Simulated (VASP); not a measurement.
A run of VASP 6.6.1 is set up as follows.

File INCAR:

```
PREC = Accurate ; ENCUT = 600
EDIFF = 1E-6 ; ISMEAR = 0
SIGMA = 0.1 ; LREAL = False
LASPH = True ; NELM = 60
ALGO = Normal ; ISIF = 3
LWAVE = False ; LCHARG = False
GGA = PE ; IBRION = 2
NSW = 100 ; EDIFFG = -0.01
```

File KPOINTS:

```
Automatic mesh
0
Gamma
  12 12 8
```

The input POSCAR:

```
Li4SiN
1.0
    4.4548031412      0.0000000000      0.0000000000
   -2.2274015706      3.8579726891      0.0000000000
    0.0000000000      0.0000000000      4.8771916545
Li Si N
4 1 1
Direct
    0.1722502558      0.8277497442      0.0000000000
    0.1722502558      0.3445005116      0.0000000000
    0.6554994884      0.8277497442      0.0000000000
    0.0000000000      0.0000000000      0.5000000000
    0.3333333333      0.6666666667      0.5000000000
    0.6666666667      0.3333333333      0.0000000000
```

Potentials or basis: VASP PAW PBE potentials, release 64 (Li_sv, Si, N).

Run with:

```bash
$ cat potpaw_PBE.64/Li_sv/POTCAR potpaw_PBE.64/Si/POTCAR potpaw_PBE.64/N/POTCAR > POTCAR
$ mpirun -np 1 vasp_std > vasp.out
```

Question: What does it give for the band gap on the k mesh?

Answer: Zero (an odd number of electrons rules out a gap without spin polarisation).

Final structure:
```
Li Si N
1.0
     4.46083    0.00000    0.00000
    -2.23041    3.86319    0.00000
     0.00000    0.00000    4.86376
Li Si N
4 1 1
Direct
  0.17201 0.82799 0.00000
  0.17201 0.34401 0.00000
  0.65599 0.82799 0.00000
  0.00000 0.00000 0.50000
  0.33333 0.66667 0.50000
  0.66667 0.33333 0.00000
```
